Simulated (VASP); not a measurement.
## Pd: single point with revPBE

The system is Pd.

```xyz
2
Lattice="2.9035 0.0000 0.0000 -1.4517 2.5145 0.0000 0.0000 0.0000 4.8346" Properties=species:S:1:pos:R:3 pbc="T T T"
Pd    0.0000    1.6763    1.2086
Pd    1.4517    0.8382    3.6259
```

This cell differs from its parent crystal: volume scaled by 1.12.

| Quantity | Value |
| --- | --- |
| Program | VASP 6.6.1 |
| Task | single point |
| Functional | revPBE |
| Potentials or basis | VASP PAW PBE potentials, release 64 (Pd) |
| Cutoff | 520 eV |
| k mesh | 21 × 21 × 11 |
| Occupations | fermi-dirac, width 0.1 eV |
| Spin | no spin polarisation |
| Dipole correction | no |
| Further INCAR settings | ALGO = Normal; EDIFF = 1e-06; NBANDS = 17 |

| Item | Value |
| --- | --- |
| Pressure | -12.5 GPa |
| Band gap on the k mesh | zero (band 10 reaches 7.27 eV, above the bottom of band 11 at 6.65 eV) |

Stress tensor (GPa, compression positive):
```
-12.42   0.00   0.00
  0.00 -12.42   0.00
  0.00   0.00 -12.52
```

Levels at points of the mesh, in eV from the Fermi level:
| k point | band 8 | band 9 | band 10 | band 11 | band 12 | band 13 |
| --- | --- | --- | --- | --- | --- | --- |
| (0.00, 0.00, 0.00) | -1.29 | -1.29 | -0.22 | -0.22 | 1.25 | 5.77 |

It took 75 s on 1 thread of AMD EPYC 9R45 96-Core Processor (Zen 5) (shared host), peak memory 0.24 GiB.

Caveat: the PAW data sets were made with another functional, which shifts forces and pressure a little.
